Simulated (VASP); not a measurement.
# KCa2Se6 (P-31m) in VASP: a series of runs

The runs below take KCa2Se6 through single point, relaxation of cell and atoms, with PBE.

All numbers are computed with VASP 6.6.1; they aren't measurements. Logs are shortened: lines on timing, memory, paths and dates and some standing lists are left out, and cuts for length are marked.

## (1) The cell of the first run

It takes space group P-31m (No. 162, trigonal). Conventional cell: a = 7.499 Å, b = 7.499 Å, c = 6.342 Å, α = 90.00°, β = 90.00°, γ = 120.00°. Within 3.7 Å of K (site symmetry -3m) lie 6 Se at 2.82 Å. Within 4.0 Å of Ca (site symmetry 32) lie 6 Se at 3.06 Å. Within 4.5 Å of Se (site symmetry m) lie 1 K at 2.82 Å and 2 Ca at 3.06 Å and 12 Se at 3.81 to 4.42 Å.

The cell was generated, and may not be a known phase.

## (2) Single point, PBE

File INCAR:

```
SYSTEM = KCa2Se6
ALGO = Normal
EDIFF = 1E-6
ENCUT = 520
GGA = PE
ISIF = 2
ISMEAR = 0
LASPH = .True.
LCHARG = .False.
LREAL = .False.
LWAVE = .False.
NBANDS = 42
NELM = 100
PREC = Accurate
SIGMA = 0.1
```

File KPOINTS:

```
k-points
0
Gamma
  3 3 4
  0 0 0
```

File POSCAR:

```
KCa2Se6
1.0
    7.4985556000      0.0000000000      0.0000000000
   -3.7492778000      6.4939396400      0.0000000000
    0.0000000000      0.0000000000      6.3422433100
K Ca Se
1 2 6
Direct
    0.0000000000      0.0000000000      0.0000000000
    0.3333333300      0.6666666700      0.5000000000
    0.6666666700      0.3333333300      0.5000000000
    0.0000000000      0.6806309800      0.7660099900
    0.0000000000      0.3193690200      0.2339900100
    0.3193690200      0.3193690200      0.7660099900
    0.6806309800      0.6806309800      0.2339900100
    0.3193690200      0.0000000000      0.2339900100
    0.6806309800      0.0000000000      0.7660099900
```

Potentials or basis: VASP PAW PBE potentials, release 64 (K_sv, Ca_sv, Se).

The run is started by

```bash
$ cat potpaw_PBE.64/K_sv/POTCAR potpaw_PBE.64/Ca_sv/POTCAR potpaw_PBE.64/Se/POTCAR > POTCAR
$ mpirun -np 1 vasp_std > vasp.out
```

OUTCAR:

```text
SYSTEM = KCa2Se6
   EDIFF = 1E-6
   ENCUT = 520
   GGA = PE
   ISIF = 2
   ISMEAR = 0
   LASPH = .True.
   LREAL = .False.
   NELM = 100
   PREC = Accurate

 ion  position               nearest neighbor table
   1  0.000  0.000  0.000-   4 2.82   5 2.82   6 2.82   7 2.82   8 2.82   9 2.82
   2  0.333  0.667  0.500-
   3  0.667  0.333  0.500-
   4  0.000  0.681  0.766-   1 2.82
   5  0.000  0.319  0.234-   1 2.82
   6  0.319  0.319  0.766-   1 2.82
   7  0.681  0.681  0.234-   1 2.82
   8  0.319  0.000  0.234-   1 2.82
   9  0.681  0.000  0.766-   1 2.82

  LATTYP: Found a hexagonal cell.
 ALAT       =     7.4985556000
 C/A-ratio  =     0.8457953302

  Lattice vectors:

 A1 = (   7.4985556000,   0.0000000000,   0.0000000000)
 A2 = (  -3.7492778000,   6.4939396400,   0.0000000000)
 A3 = (   0.0000000000,   0.0000000000,   6.3422433100)

Analysis of symmetry for initial positions (statically):
=====================================================================
 Subroutine PRICEL returns:
 Original cell was already a primitive cell.

 Routine SETGRP: Setting up the symmetry group for a
 hexagonal supercell.

 Subroutine GETGRP returns: Found 12 space group operations
 (whereof 12 operations were pure point group operations)
 out of a pool of 24 trial point group operations.

The static configuration has the point symmetry D_3d.

Analysis of symmetry for dynamics (positions and initial velocities):
=====================================================================
 Subroutine PRICEL returns:
 Original cell was already a primitive cell.

 Routine SETGRP: Setting up the symmetry group for a
 hexagonal supercell.

 Subroutine GETGRP returns: Found 12 space group operations
 (whereof 12 operations were pure point group operations)
 out of a pool of 24 trial point group operations.

The dynamic configuration has the point symmetry D_3d.

 Subroutine INISYM returns: Found 12 space group operations
 (whereof 12 operations are pure point group operations),
 and found     1 'primitive' translations

----------------------------------------------------------------------------------------

                                     Primitive cell

  volume of cell :     308.8366

[... 90 lines left out ...]
   NSW    =      0    number of steps for IOM
   IBRION =     -1    ionic relax: 0-MD 1-quasi-New 2-CG
   NFREE  =      0    steps in history (QN), initial steepest desc. (CG)
   ISIF   =      2    stress and relaxation
   ISYM   =      2    0-nonsym 1-usesym 2-fastsym
   POTIM  = 0.5000    time-step for ionic-motion
   TEBEG  =    0.0;   TEEND  =   0.0 temperature during run
   PSTRESS=    0.0 pullay stress
   NELECT =      65.0000    total number of electrons
   NUPDOWN=      -1.0000    fix difference up-down
   EMIN   =  10.00;   EMAX   =-10.00  energy-range for DOS
   EFERMI =   0.00;   METHOD = LEGACY
   ISMEAR =     0;   SIGMA  =   0.10  broadening in eV -4-tet -1-fermi 0-gaus
   EFERMI_NEDOS =   21; number of points for ismear=-14 and -15
   IALGO  =     38    algorithm
   IMIX   =      4    mixing-type and parameters
     AMIX     =   0.40;   BMIX     =  1.00
     AMIX_MAG =   1.60;   BMIX_MAG =  1.00
  volume/ion in A,a.u.               =      34.32       231.57
  Fermi-wavevector in a.u.,A,eV,Ry     =   0.973800  1.840215 12.902216  0.948286
  Thomas-Fermi vector in A             =   2.104208
   LORBIT       =      0    0 simple, 1 ext, 2 COOP (PROOUT), +10 PAW based schemes
   GGA     = PE    functional components
   LHFCALC =     F    Hartree Fock is set to
   AEXX    =    0.0000 exact exchange contribution
   IVDW    =     0    specifies the selected vdW correction
   LEPSILON=     F    determine dielectric tensor
   LRPA    =     F    only Hartree local field effects (RPA)
 non-spin polarized calculation
 Gauss-broadening in eV      SIGMA  =   0.10
  energy-cutoff  :      520.00
  volume of cell :      308.84
 maximum number of plane-waves:      8352
   NGX = 27   NGY = 27   NGZ = 23

 number of electron      65.0000002 magnetization

 Free energy of the ion-electron system (eV)
  ---------------------------------------------------
  ext. energy  EPLUGINS =         0.00000000
  ---------------------------------------------------
  free energy    TOTEN  =       -26.80822643 eV

  energy without entropy =      -26.71413835  energy(sigma->0) =      -26.76118239

 E-fermi :  -0.1773     XC(G=0):  -7.9256

 val. band max:       -0.1796992656   @ k =   0.3333   0.3333   0.0000
 cond. band min:      -0.1494060540   @ k =   0.3333   0.3333   0.5000
 fundamental gap:      0.0302932116
 Fermi energy:        -0.1773194610

 k-point     1 :       0.0000    0.0000    0.0000
  band No.  band energies     occupation
      1     -39.9125      2.00000
      2     -39.9106      2.00000
      3     -27.8340      2.00000
      4     -20.9294      2.00000
      5     -20.9242      2.00000
      6     -20.9242      2.00000
[... 439 lines left out ...]
     41       5.2699      0.00000
     42       5.4754      0.00000

------------------------ aborting loop because EDIFF is reached ----------------------------------------

  FORCE on cell =-STRESS in cart. coord.  units (eV):
  Direction    XX          YY          ZZ          XY          YZ          ZX
  --------------------------------------------------------------------------------------
  -------------------------------------------------------------------------------------
  Total        1.6205178      1.6205178     -4.7492114      0.0000000     -0.0000000      0.0000000
  in kB        8.4068952      8.4068952    -24.6378792      0.0000000     -0.0000000      0.0000000
  external PRESSURE =      -2.6080296 kB  Pullay stress =       0.0000000 kB

 VOLUME and BASIS-vectors are now :
 -----------------------------------------------------------------------------
  energy-cutoff  :      520.00
  volume of cell :      308.84
      direct lattice vectors                 reciprocal lattice vectors
     7.498555600  0.000000000  0.000000000     0.133359017  0.076994864  0.000000000
    -3.749277800  6.493939640  0.000000000     0.000000000  0.153989728  0.000000000
     0.000000000  0.000000000  6.342243310     0.000000000  0.000000000  0.157672917

 POSITION                                       TOTAL-FORCE (eV/Angst)
 -----------------------------------------------------------------------------------
      0.00000      0.00000      0.00000        -0.000000      0.000000     -0.000000
     -0.00000      4.32929      3.17112        -0.000000      0.000000     -0.000000
      3.74928      2.16465      3.17112        -0.000000     -0.000000     -0.000000
     -2.55187      4.41998      4.85822         0.515227     -0.892399     -0.820011
     -1.19740      2.07396      1.48402        -0.515227      0.892399      0.820011
      1.19740      2.07396      4.85822         0.515227      0.892399     -0.820011
      2.55187      4.41998      1.48402        -0.515227     -0.892399      0.820011
      2.39481      0.00000      1.48402         1.030453      0.000000      0.820011
      5.10375      0.00000      4.85822        -1.030453     -0.000000     -0.820011
 -----------------------------------------------------------------------------------
    total drift:                                0.000000     -0.000000     -0.000000

  FREE ENERGIE OF THE ION-ELECTRON SYSTEM (eV)
  ---------------------------------------------------
  free  energy   TOTEN  =       -26.8082264336 eV

  energy  without entropy=      -26.7141383489  energy(sigma->0) =      -26.76118239
```

OSZICAR:

```text
N       E                     dE             d eps       ncg     rms          rms(c)
DAV:   1     0.492658423414E+03    0.49266E+03   -0.27664E+04   840   0.133E+03
DAV:   2     0.128887449237E+02   -0.47977E+03   -0.46947E+03  1076   0.322E+02
DAV:   3    -0.251707465870E+02   -0.38059E+02   -0.37133E+02  1112   0.793E+01
DAV:   4    -0.273066097713E+02   -0.21359E+01   -0.21243E+01  1504   0.173E+01
DAV:   5    -0.273746424019E+02   -0.68033E-01   -0.68020E-01  1256   0.229E+00    0.143E+01
DAV:   6    -0.268463320059E+02    0.52831E+00   -0.58694E-01  1046   0.324E+00    0.730E+00
DAV:   7    -0.268009732045E+02    0.45359E-01   -0.50277E-01  1040   0.301E+00    0.113E+00
DAV:   8    -0.268055836932E+02   -0.46105E-02   -0.81955E-02  1086   0.129E+00    0.774E-01
DAV:   9    -0.268071199767E+02   -0.15363E-02   -0.11012E-02  1400   0.368E-01    0.175E-01
DAV:  10    -0.268078616490E+02   -0.74167E-03   -0.80477E-04  1230   0.121E-01    0.837E-02
DAV:  11    -0.268082093486E+02   -0.34770E-03   -0.43874E-04  1104   0.817E-02    0.189E-02
DAV:  12    -0.268082111636E+02   -0.18150E-05   -0.23311E-05  1110   0.233E-02    0.995E-03
DAV:  13    -0.268082260642E+02   -0.14901E-04   -0.24728E-05   944   0.177E-02    0.605E-03
DAV:  14    -0.268082264336E+02   -0.36940E-06   -0.83807E-07   728   0.437E-03
   1 F= -.26808226E+02 E0= -.26761182E+02  d E =-.940881E-01
```

Wall time 99 s (1 thread of Intel Xeon 6975P-C (Granite Rapids), shared host); peak memory 0.44 GiB.

Results:

```yaml
Free_energy: -26.8082 eV
Pressure: -0.3 GPa
Largest_force: 1.317 eV/Å
Band_gap_on_the_k_mesh: zero (an odd number of electrons rules out a gap without spin polarisation)
```

Forces in eV/Å, atoms in the order of the input:
```
K    0.000  0.000  0.000
Ca   0.000  0.000  0.000
Ca   0.000  0.000  0.000
Se   0.515 -0.892 -0.820
Se  -0.515  0.892  0.820
Se   0.515  0.892 -0.820
Se  -0.515 -0.892  0.820
Se   1.030  0.000  0.820
Se  -1.030  0.000 -0.820
```

Caveat: an odd number of electrons without spin polarisation forces a metal; a magnetic or distorted state may lie lower.

## (3) Single point, PBE

This run uses another cell than the first one, of 36.03 Å³/atom.

File INCAR:

```
  ALGO = Normal
  EDIFF = 1E-7
  ENCUT = 520
  GGA = PE
  ISIF = 2
  ISMEAR = 0
  LASPH = True
  LCHARG = True
  LELF = True
  LREAL = False
  LVHAR = True
  LWAVE = False
  NBANDS = 42
  NELM = 100
  PREC = Accurate
  SIGMA = 0.1
```

File KPOINTS:

```
k-points
0
Gamma
  3 3 4
```

File POSCAR:

```
KCa2Se6
1.0
    8.6199171037      0.0000000000      0.0000000000
   -4.3099585518      7.4650671903      0.0000000000
    0.0000000000      0.0000000000      5.0386873467
K Ca Se
1 2 6
Direct
    0.0000000000      0.0000000000      0.0000000000
    0.3333333333      0.6666666667      0.5000000000
    0.6666666667      0.3333333333      0.5000000000
    0.0000000000      0.5604754030      0.7827384024
    0.0000000000      0.4395245970      0.2172615976
    0.4395245970      0.4395245970      0.7827384024
    0.5604754030      0.5604754030      0.2172615976
    0.4395245970      0.0000000000      0.2172615976
    0.5604754030      0.0000000000      0.7827384024
```

Potentials or basis: VASP PAW PBE potentials, release 64 (K_sv, Ca_sv, Se).

The run is started by

```bash
$ cat potpaw_PBE.64/K_sv/POTCAR potpaw_PBE.64/Ca_sv/POTCAR potpaw_PBE.64/Se/POTCAR > POTCAR
$ mpirun -np 1 vasp_std > vasp.out
```

It took 2.1 min on 1 thread of Intel Xeon 6975P-C (Granite Rapids), shared host; peak memory 0.47 GiB.

It converged, with:

* Free energy: -34.5796 eV
* Pressure: 0.2 GPa
* Largest force: 0.042 eV/Å
* Band gap on the k mesh: zero (an odd number of electrons rules out a gap without spin polarisation)

Forces on the atoms (eV/Å):
```
K    0.000  0.000  0.000
Ca   0.000  0.000  0.000
Ca   0.000  0.000  0.000
Se  -0.007  0.012 -0.039
Se   0.007 -0.012  0.039
Se  -0.007 -0.012 -0.039
Se   0.007  0.012  0.039
Se  -0.014  0.000  0.039
Se   0.014  0.000 -0.039
```

Levels at points of the mesh, in eV from the Fermi level:
| k point | band 30 | band 31 | band 32 | band 33 | band 34 | band 35 | band 36 | band 37 |
| --- | --- | --- | --- | --- | --- | --- | --- | --- |
| (0.00, 0.00, 0.00) | -1.33 | -1.11 | -1.11 | -0.84 | 1.67 | 1.67 | 2.01 | 2.59 |
| (0.00, 0.00, 0.50) | -1.37 | -0.04 | 0.03 | 0.03 | 0.78 | 1.60 | 1.60 | 3.11 |

Caveat: an odd number of electrons without spin polarisation forces a metal; a magnetic or distorted state may lie lower.

(Part 1 of 2 ends here.)

The gap in the log of VASP goes by the Fermi energy; the results here count the filled bands.